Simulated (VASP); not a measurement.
A run of VASP 6.6.1:

INCAR

```
SYSTEM = TiAl4Ni3
  PREC = Accurate
  ENCUT = 520
  EDIFF = 1E-7
  ISMEAR = 0
  SIGMA = 0.1
  LREAL = .False.
  LASPH = .True.
  NELM = 60
  ALGO = Fast
  ISIF = 2
  LWAVE = .False.
  LCHARG = .True.
  GGA = PE
  LELF = .True.
  LVHAR = .True.
  NBANDS = 37
```

The input KPOINTS:

```
Automatic mesh
0
Gamma
  10 10 6
  0 0 0
```

File POSCAR:

```
TiAl4Ni3
1.0
    4.0288255678      0.0000000000      0.0000000000
    0.0000000000      4.0288255678      0.0000000000
    0.0000000000      0.0000000000      6.5051089412
Ti Al Ni
1 4 3
Direct
    0.5000000000      0.5000000000      0.5000000000
    0.5000000000      0.0000000000      0.7716491434
    0.0000000000      0.5000000000      0.7716491434
    0.5000000000      0.0000000000      0.2283508566
    0.0000000000      0.5000000000      0.2283508566
    0.0000000000      0.0000000000      0.0000000000
    0.5000000000      0.5000000000      0.0000000000
    0.0000000000      0.0000000000      0.5000000000
```

Potentials or basis: VASP PAW PBE potentials, release 64 (Ti_sv, Al, Ni).

Command:

```sh
$ cat potpaw_PBE.64/Ti_sv/POTCAR potpaw_PBE.64/Al/POTCAR potpaw_PBE.64/Ni/POTCAR > POTCAR
$ mpirun -np 1 vasp_std > vasp.out
```

Hardware: 1 thread of Intel(R) Xeon(R) Platinum 8488C (Sapphire Rapids), with other jobs on the host.

Problem. How long does it take, and how much memory?

Solution. It took 7.1 min on 1 thread of Intel(R) Xeon(R) Platinum 8488C (Sapphire Rapids), on a shared host, peak memory 0.41 GiB. Counts: scf iterations 28, k points 84.
